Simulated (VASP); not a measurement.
# ZnSe (P4/nmm) in VASP: single point with r2SCAN

Aim: the single point of ZnSe with r2SCAN.

Everything below comes from runs of VASP 6.6.1. Logs are shortened: lines on timing, memory, paths and dates and some standing lists are left out, and cuts for length are marked.

### 1 The cell of the first run

Symmetry: P4/nmm, No. 129, tetragonal system. The conventional cell has a = 4.108 Å, b = 4.108 Å, c = 6.070 Å, α = 90.00°, β = 90.00°, γ = 90.00°. Zn (site symmetry -4m2) has 4 Se at 2.54 Å and 4 Zn at 2.90 Å within 3.4 Å. Within 3.4 Å of Se (site symmetry 4mm) lie 4 Zn at 2.54 Å.

### 2 Single point, r2SCAN

The input, POSCAR:

```
ZnSe
1.0
    4.1077020000      0.0000000000      0.0000000000
    0.0000000000      4.1077020000      0.0000000000
    0.0000000000      0.0000000000      6.0703500000
Zn Se
2 2
Direct
    0.0000000000      0.0000000000      0.0000000000
    0.5000000000      0.5000000000      0.0000000000
    0.0000000000      0.5000000000      0.2462800000
    0.5000000000      0.0000000000      0.7537200000
```

The input, INCAR.step1:

```
SYSTEM = ZnSe
PREC = Accurate ; ENCUT = 550
ISMEAR = 0 ; SIGMA = 0.01
LREAL = .FALSE. ; LASPH = .TRUE.
NELM = 120 ; NBANDS = 26
GGA = PE ; ALGO = Normal
EDIFF = 1E-5 ; LWAVE = .TRUE.
LCHARG = .FALSE. ; GGA_COMPAT = .FALSE.
```

The input, INCAR.step2:

```
SYSTEM = ZnSe
PREC = Accurate ; ENCUT = 550
EDIFF = 1E-6 ; ISMEAR = 0
SIGMA = 0.01 ; LREAL = .FALSE.
LASPH = .TRUE. ; NELM = 120
ALGO = Normal ; ISIF = 2
LWAVE = .FALSE. ; LCHARG = .FALSE.
METAGGA = R2SCAN ; LMIXTAU = .TRUE.
NBANDS = 26 ; ISTART = 1
GGA_COMPAT = .FALSE.
```

The input, KPOINTS:

```
regular mesh
0
G
  5 5 3
  0 0 0
```

Potentials or basis: VASP PAW PBE potentials, release 64 (Zn, Se).

Launch:

```console
$ cat potpaw_PBE.64/Zn/POTCAR potpaw_PBE.64/Se/POTCAR > POTCAR
$ cp INCAR.step1 INCAR
$ mpirun -np 1 vasp_std > vasp.out
$ cp INCAR.step2 INCAR
$ mpirun -np 1 vasp_std > vasp.out
```

OUTCAR:

```text
SYSTEM = ZnSe
   PREC = Accurate
   ENCUT = 550
   EDIFF = 1E-6
   ISMEAR = 0
   LREAL = .FALSE.
   LASPH = .TRUE.
   NELM = 120
   ISIF = 2
   METAGGA = R2SCAN
   ISTART = 1

 ion  position               nearest neighbor table
   1  0.000  0.000  0.000-   3 2.54   4 2.54   3 2.54   4 2.54   2 2.90   2 2.90   2 2.90   2 2.90

   2  0.500  0.500  0.000-   3 2.54   4 2.54   4 2.54   3 2.54   1 2.90   1 2.90   1 2.90   1 2.90

   3  0.000  0.500  0.246-   1 2.54   2 2.54   1 2.54   2 2.54
   4  0.500  0.000  0.754-   1 2.54   2 2.54   2 2.54   1 2.54

  LATTYP: Found a simple tetragonal cell.
 ALAT       =     4.1077020000
 C/A-ratio  =     1.4777970749

  Lattice vectors:

 A1 = (   4.1077020000,   0.0000000000,   0.0000000000)
 A2 = (   0.0000000000,   4.1077020000,   0.0000000000)
 A3 = (   0.0000000000,   0.0000000000,   6.0703500000)

Analysis of symmetry for initial positions (statically):
=====================================================================
 Subroutine PRICEL returns:
 Original cell was already a primitive cell.

 Routine SETGRP: Setting up the symmetry group for a
 simple tetragonal supercell.

 Subroutine GETGRP returns: Found 16 space group operations
 (whereof  8 operations were pure point group operations)
 out of a pool of 16 trial point group operations.

The static configuration has the point symmetry D_2d.
 The point group associated with its full space group is D_4h.

Analysis of symmetry for dynamics (positions and initial velocities):
=====================================================================
 Subroutine PRICEL returns:
 Original cell was already a primitive cell.

 Routine SETGRP: Setting up the symmetry group for a
 simple tetragonal supercell.

 Subroutine GETGRP returns: Found 16 space group operations
 (whereof  8 operations were pure point group operations)
 out of a pool of 16 trial point group operations.

The dynamic configuration has the point symmetry D_2d.
 The point group associated with its full space group is D_4h.

 Subroutine INISYM returns: Found 16 space group operations
 (whereof  8 operations are pure point group operations),
 and found     1 'primitive' translations

----------------------------------------------------------------------------------------

                                     Primitive cell

  volume of cell :     102.4263

  direct lattice vectors                    reciprocal lattice vectors
     4.107702000  0.000000000  0.000000000     0.243445118  0.000000000  0.000000000
     0.000000000  4.107702000  0.000000000     0.000000000  0.243445118  0.000000000
     0.000000000  0.000000000  6.070350000     0.000000000  0.000000000  0.164735147

  length of vectors
     4.107702000  4.107702000  6.070350000     0.243445118  0.243445118  0.164735147

  position of ions in fractional coordinates (direct lattice)
     0.000000000  0.000000000  0.000000000
     0.500000000  0.500000000  0.000000000
     0.000000000  0.500000000  0.246280000
     0.500000000  0.000000000  0.753720000

  ion indices of the primitive-cell ions
   primitive index   ion index
                 1           1
                 2           2
                 3           3
                 4           4

----------------------------------------------------------------------------------------

 KPOINTS: regular mesh

Automatic generation of k-mesh.
 Grid dimensions read from file:
 generate k-points for:    5    5    3

 Generating k-lattice:

  Cartesian coordinates                     Fractional coordinates (reciprocal lattice)
     0.048689024  0.000000000  0.000000000     0.200000000  0.000000000  0.000000000
     0.000000000  0.048689024  0.000000000     0.000000000  0.200000000  0.000000000
     0.000000000  0.000000000  0.054911716     0.000000000  0.000000000  0.333333333

  Length of vectors
     0.048689024  0.048689024  0.054911716

  Shift w.r.t. Gamma in fractional coordinates (k-lattice)
     0.000000000  0.000000000  0.000000000

 Subroutine IBZKPT returns following result:
 ===========================================

 Found     12 irreducible k-points:

 Following reciprocal coordinates:
            Coordinates               Weight
  0.000000  0.000000  0.000000      1.000000
  0.200000  0.000000  0.000000      4.000000
  0.400000  0.000000  0.000000      4.000000
  0.200000  0.200000  0.000000      4.000000
  0.400000  0.200000  0.000000      8.000000
  0.400000  0.400000  0.000000      4.000000
  0.000000  0.000000  0.333333      2.000000
  0.200000  0.000000  0.333333      8.000000
  0.400000  0.000000  0.333333      8.000000
  0.200000  0.200000  0.333333      8.000000
  0.400000  0.200000  0.333333     16.000000
  0.400000  0.400000  0.333333      8.000000
   k-points           NKPTS =     12   k-points in BZ     NKDIM =     12   number of bands    NBANDS=     26
   number of dos      NEDOS =    301   number of ions     NIONS =      4
   total plane-waves  NPLWV =  49152
   dimension x,y,z NGX =    32 NGY =   32 NGZ =   48
   dimension x,y,z NGXF=    64 NGYF=   64 NGZF=   96
   ions per type =               2   2
   NGX,Y,Z   is equivalent  to a cutoff of  12.95, 12.95, 13.15 a.u.
   NGXF,Y,Z  is equivalent  to a cutoff of  25.90, 25.90, 26.29 a.u.
 SYSTEM =  ZnSe
   PREC   = accura    normal or accurate (medium, high low for compatibility)
   ISTART =      1    job   : 0-new  1-cont  2-samecut
   ICHARG =      0    charge: 1-file 2-atom 10-const
   ISPIN  =      1    spin polarized calculation?
   LNONCOLLINEAR =      F non collinear calculations
   LSORBIT =      F    spin-orbit coupling
   LASPH  =      T    aspherical Exc in radial PAW
   ENCUT  =  550.0 eV  40.42 Ry    6.36 a.u.   7.85  7.85 11.61*2*pi/ulx,y,z
   NELM   =    120;   NELMIN=  2; NELMDL=  0     # of ELM steps
   EDIFF  = 0.1E-05   stopping-criterion for ELM
   LREAL  =      F    real-space projection
   EDIFFG = 0.1E-04   stopping-criterion for IOM
   NSW    =      0    number of steps for IOM
   IBRION =     -1    ionic relax: 0-MD 1-quasi-New 2-CG
   NFREE  =      0    steps in history (QN), initial steepest desc. (CG)
   ISIF   =      2    stress and relaxation
   ISYM   =      2    0-nonsym 1-usesym 2-fastsym
   POTIM  = 0.5000    time-step for ionic-motion
   TEBEG  =    0.0;   TEEND  =   0.0 temperature during run
   PSTRESS=    0.0 pullay stress
   NELECT =      36.0000    total number of electrons
   NUPDOWN=      -1.0000    fix difference up-down
   EMIN   =  10.00;   EMAX   =-10.00  energy-range for DOS
   EFERMI =   0.00;   METHOD = LEGACY
   ISMEAR =     0;   SIGMA  =   0.01  broadening in eV -4-tet -1-fermi 0-gaus
   EFERMI_NEDOS =   21; number of points for ismear=-14 and -15
   IALGO  =     38    algorithm
   IMIX   =      4    mixing-type and parameters
     AMIX     =   0.40;   BMIX     =  1.00
     AMIX_MAG =   1.60;   BMIX_MAG =  1.00
  volume/ion in A,a.u.               =      25.61       172.80
  Fermi-wavevector in a.u.,A,eV,Ry     =   1.155328  2.183253 18.160809  1.334782
  Thomas-Fermi vector in A             =   2.291957
   LORBIT       =      0    0 simple, 1 ext, 2 COOP (PROOUT), +10 PAW based schemes
   METAGGA = R2SCAN    functional components
   LHFCALC =     F    Hartree Fock is set to
   AEXX    =    0.0000 exact exchange contribution
   IVDW    =     0    specifies the selected vdW correction
   LEPSILON=     F    determine dielectric tensor
   LRPA    =     F    only Hartree local field effects (RPA)
 non-spin polarized calculation
 Gauss-broadening in eV      SIGMA  =   0.01
  energy-cutoff  :      550.00
  volume of cell :      102.43
 maximum number of plane-waves:      3016
 NGX is ok and might be reduce to    32
   NGX = 15   NGY = 15   NGZ = 23

 number of electron      35.9999984 magnetization

 Free energy of the ion-electron system (eV)
  ---------------------------------------------------
  ext. energy  EPLUGINS =         0.00000000
  ---------------------------------------------------
  free energy    TOTEN  =       -49.01628179 eV

  energy without entropy =      -49.01628179  energy(sigma->0) =      -49.01628179

 E-fermi :   0.3700     XC(G=0):  -9.2046

 val. band max:        0.3160080983   @ k =   0.0000   0.0000   0.0000
 cond. band min:       2.7284108595   @ k =   0.0000   0.0000   0.0000
 fundamental gap:      2.4124027612
 Fermi energy:         0.3700330249

 k-point     1 :       0.0000    0.0000    0.0000
  band No.  band energies     occupation
      1     -13.0144      2.00000
      2     -12.0619      2.00000
      3      -6.5598      2.00000
      4      -6.5436      2.00000
      5      -6.4934      2.00000
      6      -6.4934      2.00000
[... 18 lines left out ...]
     25      10.9785      0.00000
     26      11.5479      0.00000

 k-point     2 :       0.2000    0.0000    0.0000
  band No.  band energies     occupation
      1     -12.8540      2.00000
      2     -12.0635      2.00000
      3      -6.5393      2.00000
      4      -6.4776      2.00000
      5      -6.4345      2.00000
      6      -6.4182      2.00000
[... 18 lines left out ...]
     25       9.2327      0.00000
     26       9.3074      0.00000

 k-point     3 :       0.4000    0.0000    0.0000
  band No.  band energies     occupation
      1     -12.4816      2.00000
      2     -12.1657      2.00000
      3      -6.4336      2.00000
      4      -6.2939      2.00000
      5      -6.2930      2.00000
      6      -6.2682      2.00000
[... 18 lines left out ...]
     25       8.3235      0.00000
     26       8.7316      0.00000

 k-point     4 :       0.2000    0.2000    0.0000
  band No.  band energies     occupation
      1     -12.7051      2.00000
      2     -12.0490      2.00000
      3      -6.6083      2.00000
      4      -6.4042      2.00000
      5      -6.3720      2.00000
      6      -6.3588      2.00000
[... 18 lines left out ...]
     25       7.9603      0.00000
     26      10.0726      0.00000
[... 148 lines left out ...]
      1     -12.6363      2.00000
      2     -12.1272      2.00000
      3      -6.6128      2.00000
      4      -6.3975      2.00000
      5      -6.3745      2.00000
      6      -6.3633      2.00000
[... 18 lines left out ...]
     25       7.8472      0.00000
     26       9.6273      0.00000

 k-point    11 :       0.4000    0.2000    0.3333
  band No.  band energies     occupation
      1     -12.3355      2.00000
      2     -12.1328      2.00000
      3      -6.5545      2.00000
      4      -6.3465      2.00000
      5      -6.2723      2.00000
      6      -6.2698      2.00000
[... 18 lines left out ...]
     25       9.0865      0.00000
     26       9.5978      0.00000

 k-point    12 :       0.4000    0.4000    0.3333
  band No.  band energies     occupation
      1     -12.1267      2.00000
      2     -12.0463      2.00000
      3      -6.6197      2.00000
      4      -6.5201      2.00000
      5      -6.2571      2.00000
      6      -6.2015      2.00000
[... 18 lines left out ...]
     25      10.0595      0.00000
     26      10.4835      0.00000

------------------------ aborting loop because EDIFF is reached ----------------------------------------

  FORCE on cell =-STRESS in cart. coord.  units (eV):
  Direction    XX          YY          ZZ          XY          YZ          ZX
  --------------------------------------------------------------------------------------
  -------------------------------------------------------------------------------------
  Total       -1.1742173     -1.1742173     -1.3577324      0.0000000      0.0000000      0.0000000
  in kB      -18.3673912    -18.3673912    -21.2379780      0.0000000      0.0000000      0.0000000
  external PRESSURE =     -19.3242535 kB  Pullay stress =       0.0000000 kB

 VOLUME and BASIS-vectors are now :
 -----------------------------------------------------------------------------
  energy-cutoff  :      550.00
  volume of cell :      102.43
      direct lattice vectors                 reciprocal lattice vectors
     4.107702000  0.000000000  0.000000000     0.243445118  0.000000000  0.000000000
     0.000000000  4.107702000  0.000000000     0.000000000  0.243445118  0.000000000
     0.000000000  0.000000000  6.070350000     0.000000000  0.000000000  0.164735147

 POSITION                                       TOTAL-FORCE (eV/Angst)
 -----------------------------------------------------------------------------------
      0.00000      0.00000      0.00000         0.000000      0.000000      0.000000
      2.05385      2.05385      0.00000        -0.000000     -0.000000      0.000000
      0.00000      2.05385      1.49501        -0.000000      0.000000     -0.372208
      2.05385      0.00000      4.57534         0.000000      0.000000      0.372208
 -----------------------------------------------------------------------------------
    total drift:                                0.000000     -0.000000     -0.000000

  FREE ENERGIE OF THE ION-ELECTRON SYSTEM (eV)
  ---------------------------------------------------
  free  energy   TOTEN  =       -49.0162817917 eV

  energy  without entropy=      -49.0162817917  energy(sigma->0) =      -49.01628179
```

Wall time 4.4 min (1 thread of Intel Xeon 8259CL, shared host); peak memory 0.2 GiB.

Results:

- Free energy: -49.0163 eV
- Pressure: -1.9 GPa
- Largest force: 0.372 eV/Å
- Band gap on the k mesh: 2.41 eV

Forces on the atoms (eV/Å):
```
Zn   0.000  0.000  0.000
Zn   0.000  0.000  0.000
Se   0.000  0.000 -0.372
Se   0.000  0.000  0.372
```

Caveat: the PAW data sets were made with another functional, which shifts forces and pressure a little.
